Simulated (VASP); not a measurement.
# HfO2 (Fm-3m) in VASP: notebook, part 3 of 3

VASP 6.6.1.

## 5. Single point, PBE

This run uses another cell than the first one, of 11.04 Å³/atom, 1.064 times its volume.

Contents of INCAR:

```
ALGO = Normal
EDIFF = 1E-7
ENCUT = 520
GGA = PE
ISIF = 2
ISMEAR = 0
LASPH = T
LCHARG = T
LELF = T
LREAL = F
LVHAR = T
LWAVE = F
NBANDS = 18
NELM = 80
PREC = Accurate
SIGMA = 0.01
```

Contents of KPOINTS:

```
k-points
0
Gamma
  8 8 8
```

Contents of POSCAR:

```
HfO2
1.0
    0.0000000000      2.5488057756      2.5488057756
    2.5488057756      0.0000000000      2.5488057756
    2.5488057756      2.5488057756      0.0000000000
Hf O
1 2
Direct
    0.0000000000      0.0000000000      0.0000000000
    0.2500000000      0.2500000000      0.2500000000
    0.7500000000      0.7500000000      0.7500000000
```

Potentials or basis: VASP PAW PBE potentials, release 64 (Hf_pv, O).

Run with:

```console
cat potpaw_PBE.64/Hf_pv/POTCAR potpaw_PBE.64/O/POTCAR > POTCAR
mpirun -np 1 vasp_std > vasp.out
```

OUTCAR:

```text
EDIFF = 1E-7
   ENCUT = 520
   GGA = PE
   ISIF = 2
   ISMEAR = 0
   LASPH = T
   LREAL = F
   NELM = 80
   PREC = Accurate

 ion  position               nearest neighbor table
   1  0.000  0.000  0.000-   3 2.21   3 2.21   3 2.21   2 2.21   3 2.21   2 2.21   2 2.21   2 2.21

   2  0.250  0.250  0.250-   1 2.21   1 2.21   1 2.21   1 2.21
   3  0.750  0.750  0.750-   1 2.21   1 2.21   1 2.21   1 2.21

  LATTYP: Found a face centered cubic cell.
 ALAT       =     5.0976115512

  Lattice vectors:

 A1 = (   0.0000000000,   2.5488057756,   2.5488057756)
 A2 = (   2.5488057756,   0.0000000000,   2.5488057756)
 A3 = (   2.5488057756,   2.5488057756,   0.0000000000)

Analysis of symmetry for initial positions (statically):
=====================================================================
 Subroutine PRICEL returns:
 Original cell was already a primitive cell.

 Routine SETGRP: Setting up the symmetry group for a
 face centered cubic supercell.

 Subroutine GETGRP returns: Found 48 space group operations
 (whereof 48 operations were pure point group operations)
 out of a pool of 48 trial point group operations.

The static configuration has the point symmetry O_h .

Analysis of symmetry for dynamics (positions and initial velocities):
=====================================================================
 Subroutine PRICEL returns:
 Original cell was already a primitive cell.

 Routine SETGRP: Setting up the symmetry group for a
 face centered cubic supercell.

 Subroutine GETGRP returns: Found 48 space group operations
 (whereof 48 operations were pure point group operations)
 out of a pool of 48 trial point group operations.

The dynamic configuration has the point symmetry O_h .

 Subroutine INISYM returns: Found 48 space group operations
 (whereof 48 operations are pure point group operations),
 and found     1 'primitive' translations

----------------------------------------------------------------------------------------

                                     Primitive cell

  volume of cell :      33.1162

  direct lattice vectors                    reciprocal lattice vectors
     0.000000000  2.548805776  2.548805776    -0.196170302  0.196170302  0.196170302
     2.548805776  0.000000000  2.548805776     0.196170302 -0.196170302  0.196170302
     2.548805776  2.548805776  0.000000000     0.196170302  0.196170302 -0.196170302

  length of vectors
     3.604555696  3.604555696  3.604555696     0.339776931  0.339776931  0.339776931

  position of ions in fractional coordinates (direct lattice)
     0.000000000  0.000000000  0.000000000
     0.250000000  0.250000000  0.250000000
     0.750000000  0.750000000  0.750000000

  ion indices of the primitive-cell ions
   primitive index   ion index
                 1           1
                 2           2
                 3           3

----------------------------------------------------------------------------------------

 KPOINTS: k-points

Automatic generation of k-mesh.
 Grid dimensions read from file:
 generate k-points for:    8    8    8

 Generating k-lattice:

  Cartesian coordinates                     Fractional coordinates (reciprocal lattice)
    -0.024521288  0.024521288  0.024521288     0.125000000  0.000000000  0.000000000
     0.024521288 -0.024521288  0.024521288     0.000000000  0.125000000  0.000000000
     0.024521288  0.024521288 -0.024521288     0.000000000  0.000000000  0.125000000

  Length of vectors
     0.042472116  0.042472116  0.042472116

  Shift w.r.t. Gamma in fractional coordinates (k-lattice)
     0.000000000  0.000000000  0.000000000

 Subroutine IBZKPT returns following result:
 ===========================================

 Found     29 irreducible k-points:

 Following reciprocal coordinates:
            Coordinates               Weight
  0.000000  0.000000  0.000000      1.000000
  0.125000  0.000000  0.000000      8.000000
  0.250000  0.000000  0.000000      8.000000
  0.375000  0.000000  0.000000      8.000000
  0.500000  0.000000  0.000000      4.000000
  0.125000  0.125000  0.000000      6.000000
[... 16 lines left out ...]
  0.500000  0.250000  0.125000     48.000000
 -0.375000  0.250000  0.125000     24.000000
 [... further k-points ...]
   k-points           NKPTS =     29   k-points in BZ     NKDIM =     29   number of bands    NBANDS=     18
   number of dos      NEDOS =    301   number of ions     NIONS =      3
   total plane-waves  NPLWV =  21952
   dimension x,y,z NGX =    28 NGY =   28 NGZ =   28
   dimension x,y,z NGXF=    56 NGYF=   56 NGZF=   56
   ions per type =               1   2
   NGX,Y,Z   is equivalent  to a cutoff of  12.91, 12.91, 12.91 a.u.
   NGXF,Y,Z  is equivalent  to a cutoff of  25.83, 25.83, 25.83 a.u.
 SYSTEM =  unknown system
   PREC   = accura    normal or accurate (medium, high low for compatibility)
   ISTART =      0    job   : 0-new  1-cont  2-samecut
   ICHARG =      2    charge: 1-file 2-atom 10-const
   ISPIN  =      1    spin polarized calculation?
   LNONCOLLINEAR =      F non collinear calculations
   LSORBIT =      F    spin-orbit coupling
   LASPH  =      T    aspherical Exc in radial PAW
   ENCUT  =  520.0 eV  38.22 Ry    6.18 a.u.   6.70  6.70  6.70*2*pi/ulx,y,z
   NELM   =     80;   NELMIN=  2; NELMDL= -5     # of ELM steps
   EDIFF  = 0.1E-06   stopping-criterion for ELM
   LREAL  =      F    real-space projection
   EDIFFG = 0.1E-05   stopping-criterion for IOM
   NSW    =      0    number of steps for IOM
   IBRION =     -1    ionic relax: 0-MD 1-quasi-New 2-CG
   NFREE  =      0    steps in history (QN), initial steepest desc. (CG)
   ISIF   =      2    stress and relaxation
   ISYM   =      2    0-nonsym 1-usesym 2-fastsym
   POTIM  = 0.5000    time-step for ionic-motion
   TEBEG  =    0.0;   TEEND  =   0.0 temperature during run
   PSTRESS=    0.0 pullay stress
   NELECT =      22.0000    total number of electrons
   NUPDOWN=      -1.0000    fix difference up-down
   EMIN   =  10.00;   EMAX   =-10.00  energy-range for DOS
   EFERMI =   0.00;   METHOD = LEGACY
   ISMEAR =     0;   SIGMA  =   0.01  broadening in eV -4-tet -1-fermi 0-gaus
   EFERMI_NEDOS =   21; number of points for ismear=-14 and -15
   IALGO  =     38    algorithm
   IMIX   =      4    mixing-type and parameters
     AMIX     =   0.40;   BMIX     =  1.00
     AMIX_MAG =   1.60;   BMIX_MAG =  1.00
  volume/ion in A,a.u.               =      11.04        74.49
  Fermi-wavevector in a.u.,A,eV,Ry     =   1.428463  2.699404 27.762775  2.040506
  Thomas-Fermi vector in A             =   2.548522
   LORBIT       =      0    0 simple, 1 ext, 2 COOP (PROOUT), +10 PAW based schemes
   GGA     = PE    functional components
   LHFCALC =     F    Hartree Fock is set to
   AEXX    =    0.0000 exact exchange contribution
   IVDW    =     0    specifies the selected vdW correction
   LEPSILON=     F    determine dielectric tensor
   LRPA    =     F    only Hartree local field effects (RPA)
 non-spin polarized calculation
 Gauss-broadening in eV      SIGMA  =   0.01
  energy-cutoff  :      520.00
  volume of cell :       33.12
 maximum number of plane-waves:       911
   NGX = 13   NGY = 13   NGZ = 13

 number of electron      21.9999992 magnetization

 Free energy of the ion-electron system (eV)
  ---------------------------------------------------
  ext. energy  EPLUGINS =         0.00000000
  ---------------------------------------------------
  free energy    TOTEN  =       -30.24335934 eV

  energy without entropy =      -30.24335934  energy(sigma->0) =      -30.24335934

 E-fermi :   4.2542     XC(G=0): -11.7515

 val. band max:        4.1406206573   @ k =   0.5000   0.5000   0.0000
 cond. band min:       7.8979264484   @ k =   0.5000   0.5000   0.0000
 fundamental gap:      3.7573057911
 Fermi energy:         4.2541959894

 k-point     1 :       0.0000    0.0000    0.0000
  band No.  band energies     occupation
      1     -25.6222      2.00000
      2     -25.6222      2.00000
      3     -25.6222      2.00000
      4     -14.4906      2.00000
      5     -11.5384      2.00000
      6      -1.1026      2.00000
[... 10 lines left out ...]
     17      14.3583      0.00000
     18      17.5353      0.00000
[... 463 lines left out ...]
 k-point    24 :      -0.3750    0.2500    0.1250
  band No.  band energies     occupation
      1     -25.9672      2.00000
      2     -25.7829      2.00000
      3     -25.6941      2.00000
      4     -12.9426      2.00000
      5     -12.4219      2.00000
      6      -0.6062      2.00000
[... 10 lines left out ...]
     17      15.0273      0.00000
     18      16.9702      0.00000

 [... further k-points ...]

------------------------ aborting loop because EDIFF is reached ----------------------------------------

  FORCE on cell =-STRESS in cart. coord.  units (eV):
  Direction    XX          YY          ZZ          XY          YZ          ZX
  --------------------------------------------------------------------------------------
  -------------------------------------------------------------------------------------
  Total       -0.7512835     -0.7512835     -0.7512835     -0.0000000      0.0000000      0.0000000
  in kB      -36.3474708    -36.3474708    -36.3474708     -0.0000000      0.0000000      0.0000000
  external PRESSURE =     -36.3474708 kB  Pullay stress =       0.0000000 kB

 VOLUME and BASIS-vectors are now :
 -----------------------------------------------------------------------------
  energy-cutoff  :      520.00
  volume of cell :       33.12
      direct lattice vectors                 reciprocal lattice vectors
     0.000000000  2.548805776  2.548805776    -0.196170302  0.196170302  0.196170302
     2.548805776  0.000000000  2.548805776     0.196170302 -0.196170302  0.196170302
     2.548805776  2.548805776  0.000000000     0.196170302  0.196170302 -0.196170302

 POSITION                                       TOTAL-FORCE (eV/Angst)
 -----------------------------------------------------------------------------------
      0.00000      0.00000      0.00000         0.000000     -0.000000     -0.000000
      1.27440      1.27440      1.27440        -0.000000     -0.000000     -0.000000
      3.82321      3.82321      3.82321         0.000000      0.000000      0.000000
 -----------------------------------------------------------------------------------
    total drift:                                0.000000      0.000000      0.000000

  FREE ENERGIE OF THE ION-ELECTRON SYSTEM (eV)
  ---------------------------------------------------
  free  energy   TOTEN  =       -30.2433593372 eV

  energy  without entropy=      -30.2433593372  energy(sigma->0) =      -30.24335934
```

It took 13 s on 1 thread of Intel Xeon Platinum 8488C (Sapphire Rapids), shared host; peak memory 0.16 GiB.

What came out:

```
Free energy            : -30.2434 eV
Pressure               : -3.6 GPa
Band gap on the k mesh : 3.76 eV, direct
```

Caveat: spin-orbit coupling is left out, which moves the levels of the heavy elements.

## 6. Single point, PBE (volume changed by +3%)

Contents of INCAR:

```
PREC = Accurate
ENCUT = 520
EDIFF = 1E-6
ISMEAR = 0
SIGMA = 0.01
LREAL = False
LASPH = True
NELM = 100
ALGO = Normal
ISIF = 2
LWAVE = False
LCHARG = False
GGA = PE
NBANDS = 18
```

Contents of KPOINTS:

```
Automatic mesh
0
Gamma
  8 8 8
```

Contents of POSCAR:

```
HfO2
1.0
    0.0000000000      2.5740431176      2.5740431176
    2.5740431176      0.0000000000      2.5740431176
    2.5740431176      2.5740431176      0.0000000000
Hf O
1 2
Direct
    0.0000000000      0.0000000000      0.0000000000
    0.2500000000      0.2500000000      0.2500000000
    0.7500000000      0.7500000000      0.7500000000
```

Potentials or basis: VASP PAW PBE potentials, release 64 (Hf_pv, O).

Run with:

```console
cat potpaw_PBE.64/Hf_pv/POTCAR potpaw_PBE.64/O/POTCAR > POTCAR
mpirun -np 1 vasp_std > vasp.out
```

It took 12 s on 1 thread of Intel Xeon Platinum 8488C (Sapphire Rapids), shared host; peak memory 0.16 GiB.

It converged, with:

```yaml
Free_energy: -30.2013 eV
Pressure: -10.2 GPa
Band_gap_on_the_k_mesh: 3.68 eV, direct
```

Levels at points of the mesh, in eV from the valence-band top:
```csv
k point,band 9,band 10,band 11,band 12,band 13,band 14
"(0.00, 0.00, 0.00)",-0.59,-0.59,-0.59,3.77,3.77,5.47
"(0.50, 0.00, 0.00)",-2.63,-1.78,-1.78,4.44,4.44,6.56
"(0.50, 0.50, 0.00)",-1.45,-1.45,0.00,3.68,5.26,6.22
```

Caveat: the cell differs from its parent crystal (volume changed by +3%); spin-orbit coupling is left out, which moves the levels of the heavy elements.

## 7. Summary

| cell | gap on the mesh (eV) | pressure (GPa) |
| --- | --- | --- |
| a = 3.531 Å, angles 60.0°, 3 atoms | 3.92 | 13.1 |
| a = 3.577 Å, angles 60.0°, 3 atoms | 3.82 | 2.1 |
| a = 3.568 Å, angles 60.0°, 3 atoms | 3.84 | 4.1 |
| a = 3.605 Å, angles 60.0°, 3 atoms | 3.76 | -3.6 |
| a = 3.640 Å, angles 60.0°, 3 atoms | 3.68 | -10.2 |

Alike in all rows: task single point; level PBE; potentials or basis VASP PAW PBE potentials, release 64 (Hf_pv, O); no spin polarisation; k mesh 8 × 8 × 8; cutoff (eV) 520; smearing gaussian 0.01 eV.

Caveats: spin-orbit coupling is left out, which moves the levels of the heavy elements.

Absolute energies hang on the potentials; compare differences alone.
